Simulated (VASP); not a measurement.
Si2W: single point with r2SCAN

The system is Si2W.

```
Si W
1.0
    -1.60577    1.60577    3.90205
     1.60577   -1.60577    3.90205
     1.60577    1.60577   -3.90205
Si W
2 1
Direct
  0.33484 0.33484 0.00000
  0.66516 0.66516 0.00000
  0.02491 0.00000 0.02491
```

This cell differs from its parent crystal: atom 3 (W) moved 0.08 Å along y.

```
Program             : VASP 6.6.1
Task                : single point
Functional          : r2SCAN
Potentials or basis : VASP PAW PBE potentials, release 64 (Si, W_sv)
Cutoff              : 520 eV
k mesh              : 14 × 14 × 14
Occupations         : gaussian, width 0.05 eV
Spin                : no spin polarisation
```

| Property | Result |
| --- | --- |
| Pressure | 0.8 GPa |
| Largest force | 0.892 eV/Å |
| Band gap on the k mesh | zero (bands 11 and 12 overlap by 1.22 eV) |

Forces on the atoms (eV/Å):
```
Si   0.000  0.446 -0.050
Si   0.000  0.446  0.050
W    0.000 -0.892  0.000
```

Stress tensor (GPa, compression positive):
```
1.12 0.00 0.00
0.00 0.78 0.00
0.00 0.00 0.48
```

Levels at points of the mesh, in eV from the Fermi level:
| k point | band 9 | band 10 | band 11 | band 12 | band 13 | band 14 |
| --- | --- | --- | --- | --- | --- | --- |
| (0.00, 0.00, 0.00) | -3.09 | -3.05 | 0.54 | 2.96 | 3.10 | 3.20 |
| (0.50, 0.00, 0.00) | -3.04 | -2.90 | -0.55 | 2.92 | 2.98 | 4.17 |
| (0.00, 0.50, 0.00) | -3.00 | -2.91 | -0.53 | 2.88 | 3.01 | 4.20 |
| (0.50, 0.50, 0.00) | -5.35 | -3.50 | -2.02 | 3.03 | 3.26 | 3.39 |
| (0.50, 0.50, 0.50) | -1.01 | -0.93 | -0.58 | -0.56 | 0.78 | 4.93 |

It took 20 min on 1 thread of Intel(R) Xeon(R) Platinum 8488C (Sapphire Rapids), on a shared host, peak memory 0.44 GiB.

Caveat: the cell differs from its parent crystal (atom 3 (W) moved 0.08 Å along y); the PAW data sets were made with another functional, which shifts forces and pressure a little; spin-orbit coupling is left out, which moves the levels of the heavy elements.
